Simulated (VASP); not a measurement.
Here is a VASP 6.6.1 calculation.

The input POSCAR:

```
TiAl
1.0
    2.7476512164      0.0000000000      0.0000000000
   -1.3738256082      2.3795360117      0.0000000000
    0.0000000000      0.0000000000      4.4829319558
Ti Al
1 1
Direct
    0.0000000000      0.0000000000      0.0000000000
    0.3333333333      0.6666666667      0.5000000000
```

Contents of INCAR.step1:

```
SYSTEM = TiAl
ALGO = Normal
EDIFF = 1E-4
ENCUT = 520
GGA = PE
ISMEAR = -1
LASPH = .True.
LCHARG = .False.
LREAL = .False.
LWAVE = .True.
NBANDS = 14
NELM = 100
PREC = Accurate
SIGMA = 0.15
```

INCAR.step2

```
SYSTEM = TiAl
ALGO = Normal
EDIFF = 1E-6
ENCUT = 520
ISIF = 2
ISMEAR = -1
ISTART = 1
LASPH = .True.
LCHARG = .False.
LMIXTAU = .True.
LREAL = .False.
LWAVE = .False.
METAGGA = R2SCAN
NBANDS = 14
NELM = 100
PREC = Accurate
SIGMA = 0.15
```

Contents of KPOINTS:

```
k-points
0
Gamma
  12 12 6
  0 0 0
```

Potentials or basis: VASP PAW PBE potentials, release 64 (Ti_sv, Al).

Run with:

```console
$ cat potpaw_PBE.64/Ti_sv/POTCAR potpaw_PBE.64/Al/POTCAR > POTCAR
$ cp INCAR.step1 INCAR
$ mpirun -np 1 vasp_std > vasp.out
$ cp INCAR.step2 INCAR
$ mpirun -np 1 vasp_std > vasp.out
```

Q: What does it give for the pressure?

A: 17.1 GPa.

Caveat: the PAW data sets were made with another functional, which shifts forces and pressure a little.
